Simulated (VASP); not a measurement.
Here is a VASP 6.6.1 calculation.

File INCAR:

```
PREC = Accurate
ENCUT = 560
EDIFF = 1E-6
ISMEAR = -1
SIGMA = 0.1
LREAL = F
LASPH = T
NELM = 120
ALGO = Normal
ISIF = 2
LWAVE = F
LCHARG = T
GGA = B5
ALDAX = 1.0
AGGAX = 1.0
AGGAC = 1.0
ALDAC = 0.0
LELF = T
LVHAR = T
NBANDS = 14
GGA_COMPAT = F
```

KPOINTS

```
regular mesh
0
Gamma
  16 16 16
```

Contents of POSCAR:

```
Ir
1.0
   -1.6041359637      1.6041359637      1.6041359637
    1.6041359637     -1.6041359637      1.6041359637
    1.6041359637      1.6041359637     -1.6041359637
Ir
1
Direct
    0.0000000000      0.0000000000      0.0000000000
```

Potentials or basis: VASP PAW PBE potentials, release 64 (Ir_sv_GW).

Launch:

```console
$ cat potpaw_PBE.64/Ir_sv_GW/POTCAR > POTCAR
$ mpirun -np 1 vasp_std > vasp.out
```

(1) Predict the pressure.

(2) Predict the band gap on the k mesh.

Results:

(1) -9.3 GPa.

(2) zero (an odd number of electrons rules out a gap without spin polarisation).

Caveat: the cell stands under tension; the PAW data sets were made with another functional, which shifts forces and pressure a little; spin-orbit coupling is left out, which moves the levels of the heavy elements.
